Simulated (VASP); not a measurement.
Runs of VASP 6.6.1 on KF. The structure is that of space group P4/mmm (No. 123), or close to it. The cells are those of the table. 

```csv
cell,gap on the mesh (eV),pressure (GPa)
"a = 3.389, b = 3.389, c = 2.998 Å, 2 atoms",(d),-2.2
"a = 3.129, b = 3.129, c = 3.520 Å, 2 atoms",5.85,-2.3
"a = 3.520, b = 3.520, c = 2.998 Å, 2 atoms",5.11,-3.8
"a = 3.520, b = 3.520, c = 3.129 Å, 2 atoms",5.07,-4.6
"a = 3.520, b = 3.520, c = 3.259 Å, 2 atoms",5.00,(a)
"a = 3.129, b = 3.129, c = 3.389 Å, 2 atoms",6.23,-1.2
"a = 3.389, b = 3.389, c = 3.129 Å, 2 atoms",(b),-3.3
"a = 3.259, b = 3.259, c = 3.520 Å, 2 atoms",5.48,(c)
```

Alike in all rows: task single point; level PBEsol; potentials or basis VASP PAW PBE potentials, release 64 (K_sv, F); no spin polarisation; k mesh 8 × 8 × 8; cutoff (eV) 520; smearing gaussian 0.05 eV.

**Question.** Estimate the missing entries.

**Answer.** (a) -5.1; (b) 5.63; (c) -4.1; (d) 5.72.

Caveats: the PAW data sets were made with another functional, which shifts forces and pressure a little; the cell stands under tension (at least some runs).

A k mesh can miss the band edges.
